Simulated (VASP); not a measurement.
# C (Fmmm) in VASP: a series of runs

C is run at these levels: LDA; tasks: single point.

All numbers are computed with VASP 6.6.1; they aren't measurements. Logs are shortened: lines on timing, memory, paths and dates and some standing lists are left out, and cuts for length are marked.

### Step 1. The cell of the first run

Symmetry: Fmmm, No. 69, orthorhombic system. The conventional cell has a = 2.446 Å, b = 4.233 Å, c = 6.735 Å, α = 90.00°, β = 90.00°, γ = 90.00°. Within 1.9 Å of C (site symmetry m2m) lie 3 C at 1.41 Å.

### Step 2. Single point, LDA

Input file INCAR:

```
SYSTEM = C
  ALGO = Normal
  EDIFF = 1E-6
  ENCUT = 520
  ISIF = 2
  ISMEAR = 0
  LASPH = .TRUE.
  LCHARG = .FALSE.
  LREAL = .FALSE.
  LWAVE = .FALSE.
  NBANDS = 16
  NELM = 80
  PREC = Accurate
  SIGMA = 0.1
```

Input file KPOINTS:

```
k-points
0
G
  18 18 6
  0 0 0
```

Input file POSCAR:

```
C
1.0
    1.2227750054     -2.1167317805      0.0000000000
    1.2227750054      2.1167317805      0.0000000000
    0.0000000000      0.0000000000      6.7349262475
C
4
Direct
    0.0833012261      0.9166987739      0.7499989969
    0.5833012261      0.4166987739      0.2500010031
    0.9166987739      0.0833012261      0.2500010031
    0.4166987739      0.5833012261      0.7499989969
```

Potentials or basis: VASP PAW LDA potentials, release 64 (C).

On the command line:

```sh
cat potpaw_LDA.64/C/POTCAR > POTCAR
mpirun -np 1 vasp_std > vasp.out
```

OUTCAR:

```text
SYSTEM = C
   EDIFF = 1E-6
   ENCUT = 520
   ISIF = 2
   ISMEAR = 0
   LASPH = .TRUE.
   LREAL = .FALSE.
   NELM = 80
   PREC = Accurate

 ion  position               nearest neighbor table
   1  0.083  0.917  0.750-   4 1.41   4 1.41   4 1.41
   2  0.583  0.417  0.250-   3 1.41   3 1.41   3 1.41
   3  0.917  0.083  0.250-   2 1.41   2 1.41   2 1.41
   4  0.417  0.583  0.750-   1 1.41   1 1.41   1 1.41

  LATTYP: Found a base centered orthorhombic cell.
 ALAT       =     2.4455500108
 B/A-ratio  =     1.7310885250
 C/A-ratio  =     2.7539515519

  Lattice vectors:

 A1 = (   1.2227750054,  -2.1167317805,   0.0000000000)
 A2 = (   1.2227750054,   2.1167317805,   0.0000000000)
 A3 = (   0.0000000000,   0.0000000000,   6.7349262475)

Analysis of symmetry for initial positions (statically):
=====================================================================
 Subroutine PRICEL returns following result:

  LATTYP: Found a face centered orthorhombic cell.
 ALAT       =     2.4455500109
 B/A-ratio  =     1.7310885249
 C/A-ratio  =     2.7539515517

  Lattice vectors:

 A1 = (   0.0000000000,  -2.1167317805,  -3.3674496121)
 A2 = (   1.2227750054,   0.0000000000,  -3.3674496121)
 A3 = (   1.2227750054,  -2.1167317805,   0.0000270232)

   2 primitive cells build up your supercell.

 Routine SETGRP: Setting up the symmetry group for a
 base centered orthorhombic supercell.

 Subroutine GETGRP returns: Found  8 space group operations
 (whereof  4 operations were pure point group operations)
 out of a pool of  8 trial point group operations.

The static configuration has the point symmetry C_2h.
 The point group associated with its full space group is D_2h.

Analysis of symmetry for dynamics (positions and initial velocities):
=====================================================================
 Subroutine PRICEL returns following result:

  LATTYP: Found a face centered orthorhombic cell.
 ALAT       =     2.4455500109
 B/A-ratio  =     1.7310885249
 C/A-ratio  =     2.7539515517

  Lattice vectors:

 A1 = (   0.0000000000,  -2.1167317805,  -3.3674496121)
 A2 = (   1.2227750054,   0.0000000000,  -3.3674496121)
 A3 = (   1.2227750054,  -2.1167317805,   0.0000270232)

   2 primitive cells build up your supercell.

 Routine SETGRP: Setting up the symmetry group for a
 base centered orthorhombic supercell.

 Subroutine GETGRP returns: Found  8 space group operations
 (whereof  4 operations were pure point group operations)
 out of a pool of  8 trial point group operations.

The dynamic configuration has the point symmetry C_2h.
 The point group associated with its full space group is D_2h.

 Subroutine INISYM returns: Found  8 space group operations
 (whereof  4 operations are pure point group operations),
 and found     2 'primitive' translations

----------------------------------------------------------------------------------------

                                     Primitive cell

  volume of cell :      17.4319

  direct lattice vectors                    reciprocal lattice vectors
     0.000000000 -2.116731780 -3.367449612    -0.408904330 -0.236214154 -0.148479725
     1.222775005  0.000000000 -3.367449612     0.408907611  0.236212258 -0.148479725
     1.222775005 -2.116731780  0.000027023     0.408904330 -0.236212258  0.148479725

  length of vectors
     3.977470342  3.582582254  2.444531069     0.495021319  0.495023125  0.495020414

  position of ions in fractional coordinates (direct lattice)
     0.333302563  0.166700111  0.833299889
     0.666701449  0.833303901  0.166696099

  ion indices of the primitive-cell ions
   primitive index   ion index
                 1           1
                 2           4

----------------------------------------------------------------------------------------

 KPOINTS: k-points

Automatic generation of k-mesh.
 Grid dimensions read from file:
 generate k-points for:   18   18    6

 Generating k-lattice:

  Cartesian coordinates                     Fractional coordinates (reciprocal lattice)
     0.022716998 -0.013122956  0.000000000     0.055555556  0.000000000  0.000000000
     0.022716998  0.013122956  0.000000000     0.000000000  0.055555556  0.000000000
     0.000000000  0.000000000  0.024746621     0.000000000  0.000000000  0.166666667

  Length of vectors
     0.026234976  0.026234976  0.024746621

  Shift w.r.t. Gamma in fractional coordinates (k-lattice)
     0.000000000  0.000000000  0.000000000

 Subroutine IBZKPT returns following result:
 ===========================================

 Found    364 irreducible k-points:

 Following reciprocal coordinates:
            Coordinates               Weight
  0.000000  0.000000  0.000000      1.000000
  0.055556 -0.000000  0.000000      4.000000
  0.111111 -0.000000  0.000000      4.000000
  0.166667  0.000000  0.000000      4.000000
  0.222222  0.000000  0.000000      4.000000
  0.277778  0.000000  0.000000      4.000000
[... 16 lines left out ...]
 -0.277778  0.055556  0.000000      4.000000
 -0.222222  0.055556  0.000000      4.000000
 [... further k-points ...]
   k-points           NKPTS =    364   k-points in BZ     NKDIM =    364   number of bands    NBANDS=     16
   number of dos      NEDOS =    301   number of ions     NIONS =      4
   total plane-waves  NPLWV =  16200
   dimension x,y,z NGX =    18 NGY =   18 NGZ =   50
   dimension x,y,z NGXF=    36 NGYF=   36 NGZF=  100
   ions per type =               4
   NGX,Y,Z   is equivalent  to a cutoff of  12.24, 12.24, 12.34 a.u.
   NGXF,Y,Z  is equivalent  to a cutoff of  24.48, 24.48, 24.68 a.u.
 SYSTEM =  C
   PREC   = accura    normal or accurate (medium, high low for compatibility)
   ISTART =      0    job   : 0-new  1-cont  2-samecut
   ICHARG =      2    charge: 1-file 2-atom 10-const
   ISPIN  =      1    spin polarized calculation?
   LNONCOLLINEAR =      F non collinear calculations
   LSORBIT =      F    spin-orbit coupling
   LASPH  =      T    aspherical Exc in radial PAW
   ENCUT  =  520.0 eV  38.22 Ry    6.18 a.u.   4.55  4.55 12.52*2*pi/ulx,y,z
   NELM   =     80;   NELMIN=  2; NELMDL= -5     # of ELM steps
   EDIFF  = 0.1E-05   stopping-criterion for ELM
   LREAL  =      F    real-space projection
   EDIFFG = 0.1E-04   stopping-criterion for IOM
   NSW    =      0    number of steps for IOM
   IBRION =     -1    ionic relax: 0-MD 1-quasi-New 2-CG
   NFREE  =      0    steps in history (QN), initial steepest desc. (CG)
   ISIF   =      2    stress and relaxation
   ISYM   =      2    0-nonsym 1-usesym 2-fastsym
   POTIM  = 0.5000    time-step for ionic-motion
   TEBEG  =    0.0;   TEEND  =   0.0 temperature during run
   PSTRESS=    0.0 pullay stress
   NELECT =      16.0000    total number of electrons
   NUPDOWN=      -1.0000    fix difference up-down
   EMIN   =  10.00;   EMAX   =-10.00  energy-range for DOS
   EFERMI =   0.00;   METHOD = LEGACY
   ISMEAR =     0;   SIGMA  =   0.10  broadening in eV -4-tet -1-fermi 0-gaus
   EFERMI_NEDOS =   21; number of points for ismear=-14 and -15
   IALGO  =     38    algorithm
   IMIX   =      4    mixing-type and parameters
     AMIX     =   0.40;   BMIX     =  1.00
     AMIX_MAG =   1.60;   BMIX_MAG =  1.00
  volume/ion in A,a.u.               =       8.72        58.82
  Fermi-wavevector in a.u.,A,eV,Ry     =   1.262767  2.386283 21.695571  1.594579
  Thomas-Fermi vector in A             =   2.396158
   LORBIT       =      0    0 simple, 1 ext, 2 COOP (PROOUT), +10 PAW based schemes
   GGA     = CA    functional components
   LHFCALC =     F    Hartree Fock is set to
   AEXX    =    0.0000 exact exchange contribution
   IVDW    =     0    specifies the selected vdW correction
   LEPSILON=     F    determine dielectric tensor
   LRPA    =     F    only Hartree local field effects (RPA)
 non-spin polarized calculation
 Gauss-broadening in eV      SIGMA  =   0.10
  energy-cutoff  :      520.00
  volume of cell :       34.86
 maximum number of plane-waves:       967
   NGX =  9   NGY =  9   NGZ = 25

 number of electron      15.9999995 magnetization

 Free energy of the ion-electron system (eV)
  ---------------------------------------------------
  ext. energy  EPLUGINS =         0.00000000
  ---------------------------------------------------
  free energy    TOTEN  =       -40.44062257 eV

  energy without entropy =      -40.44031677  energy(sigma->0) =      -40.44046967

 E-fermi :   4.6644     XC(G=0): -10.7782

 val. band max:        4.5473637258   @ k =   0.3333   0.3333   0.3333
 cond. band min:       4.6656418646   @ k =   0.3333   0.3333   0.5000
 fundamental gap:      0.1182781389
 Fermi energy:         4.6644035466

 k-point     1 :       0.0000    0.0000    0.0000
  band No.  band energies     occupation
      1     -14.9542      2.00000
      2     -14.6453      2.00000
      3      -4.0644      2.00000
      4      -2.0565      2.00000
      5       1.6599      2.00000
      6       1.6810      2.00000
[... 8 lines left out ...]
     15      16.2675      0.00000
     16      16.4062      0.00000

 k-point     2 :       0.0556   -0.0000    0.0000
  band No.  band energies     occupation
      1     -14.8799      2.00000
      2     -14.5724      2.00000
      3      -3.9728      2.00000
      4      -1.9709      2.00000
      5       1.3711      2.00000
      6       1.4007      2.00000
[... 8 lines left out ...]
     15      15.9901      0.00000
     16      16.1638      0.00000

 k-point     3 :       0.1111   -0.0000    0.0000
  band No.  band energies     occupation
      1     -14.6573      2.00000
      2     -14.3541      2.00000
      3      -3.6989      2.00000
      4      -1.7152      2.00000
      5       0.5574      2.00000
      6       0.6016      2.00000
[... 8 lines left out ...]
     15      15.2000      0.00000
     16      15.4792      0.00000
[... 362 lines left out ...]
 k-point    23 :      -0.2778    0.0556    0.0000
  band No.  band energies     occupation
      1     -13.4061      2.00000
      2     -13.1270      2.00000
      3      -2.7284      2.00000
      4      -2.6360      2.00000
      5      -2.1731      2.00000
      6      -0.6047      2.00000
[... 8 lines left out ...]
     15      17.7276      0.00000
     16      17.9513      0.00000

 k-point    24 :      -0.2222    0.0556    0.0000
  band No.  band energies     occupation
      1     -13.9926      2.00000
      2     -13.7021      2.00000
      3      -2.8853      2.00000
      4      -1.3251      2.00000
      5      -1.2607      2.00000
      6      -0.9591      2.00000
[... 8 lines left out ...]
     15      16.2263      0.00000
     16      16.3496      0.00000

 [... further k-points ...]
[... 5 lines left out ...]
  --------------------------------------------------------------------------------------
  -------------------------------------------------------------------------------------
  Total        0.2746240      0.2736773     -0.0374847      0.0000000      0.0000000      0.0000000
  in kB       12.6204219     12.5769144     -1.7226188      0.0000000      0.0000000      0.0000000
  external PRESSURE =       7.8249059 kB  Pullay stress =       0.0000000 kB

 VOLUME and BASIS-vectors are now :
 -----------------------------------------------------------------------------
  energy-cutoff  :      520.00
  volume of cell :       34.86
      direct lattice vectors                 reciprocal lattice vectors
     1.222775005 -2.116731780  0.000000000     0.408905970 -0.236213206  0.000000000
     1.222775005  2.116731780  0.000000000     0.408905970  0.236213206  0.000000000
     0.000000000  0.000000000  6.734926247     0.000000000  0.000000000  0.148479725

 POSITION                                       TOTAL-FORCE (eV/Angst)
 -----------------------------------------------------------------------------------
      1.22278      1.76408      5.05119         0.000000     -0.000067     -0.000000
      1.22278     -0.35265      1.68374         0.000000     -0.000067      0.000000
      1.22278     -1.76408      1.68374         0.000000      0.000067      0.000000
      1.22278      0.35265      5.05119         0.000000      0.000067     -0.000000
 -----------------------------------------------------------------------------------
    total drift:                               -0.000000      0.000187     -0.015620

  FREE ENERGIE OF THE ION-ELECTRON SYSTEM (eV)
  ---------------------------------------------------
  free  energy   TOTEN  =       -40.4406225653 eV

  energy  without entropy=      -40.4403167665  energy(sigma->0) =      -40.44046967
```

Wall time 2 min (1 thread of Intel Xeon Platinum 8259CL at 2.50GHz (Skylake/Cascade Lake), shared host); peak memory 0.24 GiB.

What came out:

| Quantity | Value |
| --- | --- |
| Free energy | -40.4406 eV |
| Pressure | 0.8 GPa |
| Band gap on the k mesh | zero (filled and empty bands touch) |

### Step 3. Single point, LDA

Input file INCAR:

```
SYSTEM = C
ALGO     = Normal         ! electronic algorithm
EDIFF    = 1E-7           ! SCF threshold, eV
ENCUT    = 520            ! plane-wave cutoff, eV
GGA      = CA             ! functional
ISIF     = 2              ! what is computed and relaxed
ISMEAR   = 0              ! smearing method
LASPH    = .TRUE.         ! aspherical terms in the spheres
LCHARG   = .TRUE.         ! write CHGCAR
LELF     = .TRUE.         ! ELF
LREAL    = .FALSE.        ! projectors in reciprocal space
LVHAR    = .TRUE.       
LWAVE    = .FALSE.        ! write WAVECAR
NBANDS   = 16             ! bands
NELM     = 60             ! most SCF steps
PREC     = Accurate       ! precision mode
SIGMA    = 0.1            ! smearing width, eV
```

KPOINTS is that of step 2.

POSCAR is that of step 2.

Potentials or basis: VASP PAW LDA potentials, release 64 (C).

On the command line:

```sh
cat potpaw_LDA.64/C/POTCAR > POTCAR
mpirun -np 1 vasp_std > vasp.out
```

OUTCAR:

```text
SYSTEM = C
   EDIFF = 1E-7
   ENCUT = 520
   GGA = CA
   ISIF = 2
   ISMEAR = 0
   LASPH = .TRUE.
   LREAL = .FALSE.
   NELM = 60
   PREC = Accurate

 ion  position               nearest neighbor table
   1  0.083  0.917  0.750-   4 1.41   4 1.41   4 1.41
   2  0.583  0.417  0.250-   3 1.41   3 1.41   3 1.41
   3  0.917  0.083  0.250-   2 1.41   2 1.41   2 1.41
   4  0.417  0.583  0.750-   1 1.41   1 1.41   1 1.41

  LATTYP: Found a base centered orthorhombic cell.
[... 670 lines left out ...]
     15      16.2263      0.00000
     16      16.3496      0.00000

 [... further k-points ...]
[... 5 lines left out ...]
  --------------------------------------------------------------------------------------
  -------------------------------------------------------------------------------------
  Total        0.2749394      0.2740173     -0.0369143      0.0000000      0.0000000      0.0000000
  in kB       12.6349136     12.5925409     -1.6964064      0.0000000      0.0000000      0.0000000
  external PRESSURE =       7.8436827 kB  Pullay stress =       0.0000000 kB

 VOLUME and BASIS-vectors are now :
 -----------------------------------------------------------------------------
  energy-cutoff  :      520.00
  volume of cell :       34.86
      direct lattice vectors                 reciprocal lattice vectors
     1.222775005 -2.116731780  0.000000000     0.408905970 -0.236213206  0.000000000
     1.222775005  2.116731780  0.000000000     0.408905970  0.236213206  0.000000000
     0.000000000  0.000000000  6.734926247     0.000000000  0.000000000  0.148479725

 POSITION                                       TOTAL-FORCE (eV/Angst)
 -----------------------------------------------------------------------------------
      1.22278      1.76408      5.05119         0.000000     -0.000054      0.000000
      1.22278     -0.35265      1.68374         0.000000     -0.000054      0.000000
      1.22278     -1.76408      1.68374        -0.000000      0.000054     -0.000000
      1.22278      0.35265      5.05119        -0.000000      0.000054     -0.000000
 -----------------------------------------------------------------------------------
    total drift:                               -0.000000      0.000187     -0.015620

  FREE ENERGIE OF THE ION-ELECTRON SYSTEM (eV)
  ---------------------------------------------------
  free  energy   TOTEN  =       -40.4406225694 eV

  energy  without entropy=      -40.4403167707  energy(sigma->0) =      -40.44046967
```

OSZICAR:

```text
N       E                     dE             d eps       ncg     rms          rms(c)
DAV:   1     0.299165945342E+02    0.29917E+02   -0.79716E+03 11672   0.925E+02
DAV:   2    -0.406553916667E+02   -0.70572E+02   -0.64171E+02 16544   0.191E+02
DAV:   3    -0.433258436765E+02   -0.26705E+01   -0.26559E+01 15240   0.343E+01
DAV:   4    -0.433490517465E+02   -0.23208E-01   -0.23201E-01 14632   0.391E+00
DAV:   5    -0.433494205668E+02   -0.36882E-03   -0.36880E-03 14952   0.462E-01    0.944E+00
DAV:   6    -0.411229459338E+02    0.22265E+01   -0.15386E+00 14064   0.785E+00    0.537E+00
DAV:   7    -0.404395937578E+02    0.68335E+00   -0.17449E+00 14472   0.852E+00    0.148E+00
DAV:   8    -0.404435646926E+02   -0.39709E-02   -0.10117E-01 14080   0.190E+00    0.407E-01
DAV:   9    -0.404406917159E+02    0.28730E-02   -0.40098E-03 14304   0.431E-01    0.120E-01
DAV:  10    -0.404406282561E+02    0.63460E-04   -0.57932E-04 14936   0.160E-01    0.740E-02
DAV:  11    -0.404406226558E+02    0.56003E-05   -0.23040E-05 14272   0.297E-02    0.123E-02
DAV:  12    -0.404406225694E+02    0.86389E-07   -0.43312E-07 15368   0.472E-03
   1 F= -.40440623E+02 E0= -.40440470E+02  d E =-.305799E-03
```

stdout:

```text
POSCAR found type information on POSCAR C
 POSCAR found :  1 types and       4 ions
 scaLAPACK will be used
 LDA part: xc-table for (Slater(with rela. corr.)+CA(PZ))
 , standard interpolation
 POSCAR, INCAR and KPOINTS ok, starting setup
 FFT: planning ... GRIDC
 FFT: planning ... GRID_SOFT
 FFT: planning ... GRID
 WAVECAR not read
 entering main loop
```

Run time: 2.4 min. Hardware: 1 thread of Intel Xeon Platinum 8259CL at 2.50GHz (Skylake/Cascade Lake), shared host; peak memory 0.24 GiB.

What came out:

- Free energy: -40.4406 eV
- Pressure: 0.8 GPa
- Band gap on the k mesh: zero (filled and empty bands touch)

Stress tensor (GPa, compression positive):
```
 1.26  0.00  0.00
 0.00  1.26  0.00
 0.00  0.00 -0.17
```

Levels at points of the mesh, in eV from the Fermi level:
```
           k point  band 5  band 6  band 7  band 8  band 9  band 10  band 11  band 12
(0.00, 0.00, 0.00)   -3.00   -2.98   -2.97   -2.97    3.76     8.42     8.46     8.49
(0.50, 0.00, 0.00)   -6.43   -6.43   -2.50   -2.50    1.85     1.85     7.74     7.74
(0.50, 0.50, 0.00)   -6.47   -6.41   -3.07   -1.62    0.88     2.50     7.52     7.93
(0.00, 0.00, 0.50)   -2.99   -2.99   -2.98   -2.98    6.39     6.39     8.47     8.47
(0.50, 0.00, 0.50)   -6.43   -6.43   -2.40   -2.40    1.60     1.60     7.74     7.74
(0.50, 0.50, 0.50)   -6.44   -6.44   -2.40   -2.40    1.61     1.61     7.72     7.72
```
